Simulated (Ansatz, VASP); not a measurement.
# Pb in VASP and in Ansatz

The input INCAR:

```
SYSTEM = Pb
ALGO = Fast ; EDIFF = 1E-7
ENCUT = 520 ; GGA = PS
ISIF = 2 ; ISMEAR = 0
LASPH = .TRUE. ; LCHARG = .TRUE.
LELF = .TRUE. ; LREAL = .FALSE.
LVHAR = .TRUE. ; LWAVE = .FALSE.
NBANDS = 21 ; NELM = 80
PREC = Accurate ; SIGMA = 0.15
```

KPOINTS

```
k-points
0
G
  15 15 10
  0 0 0
```

The input POSCAR:

```
Pb
1.0
    3.4800006906      0.0000000000      0.0000000000
   -1.7400003453      3.0137690032      0.0000000000
    0.0000000000      0.0000000000      5.6738500000
Pb
2
Direct
    0.3333333333      0.6666666667      0.2500000000
    0.6666666667      0.3333333333      0.7500000000
```

Input for Ansatz:

```yaml
crystal:
  lattice:
    - [3.4800006906, 0.0, 0.0]
    - [-1.7400003453, 3.0137690032, 0.0]
    - [0.0, 0.0, 5.67385]
  atoms:
    - { symbol: Pb, position: [0.3333333333, 0.6666666667, 0.25] }
    - { symbol: Pb, position: [0.6666666667, 0.3333333333, 0.75] }
basis:
  ecutwfc: 420
kpoints:
  mp_grid: { grid: [15, 15, 10] }
hamiltonian:
  xc: pbesol
scf:
  occupations: { method: gaussian, width: 0.15 }
output:
  forces: true
  stress: true
  eigenvalues: true
```

Change from the starting cell: strain +0.0150 x Voigt [0, 0, 1, 0, 0, 0], atoms carried along.

Alike in both runs: task single point; functional PBEsol; k mesh 15 × 15 × 10; occupations gaussian, width 0.15 eV; no spin polarisation.

|  | VASP | Ansatz |
| --- | --- | --- |
| version | VASP 6.6.1 | Ansatz 0.2.0 |
| potentials or method | VASP PAW PBE potentials, release 64 (Pb_d), cutoff 520 eV | scalar-relativistic, plane waves, PAW |
| valence electrons in the cell | 28 | 28 |

```csv
,VASP,Ansatz,Ansatz less VASP
gap on the k mesh at the Fermi level (eV),none,none,-
pressure (GPa),0.2,0.2,+0.07
"traceless stress, the component that is largest in VASP (GPa)",0.82,0.82,+0.001
```

VASP's potentials were made for PBE, not for PBEsol. A gap of «none» marks a metal or a gap that the smearing closes.

Neither program's run includes spin-orbit coupling.
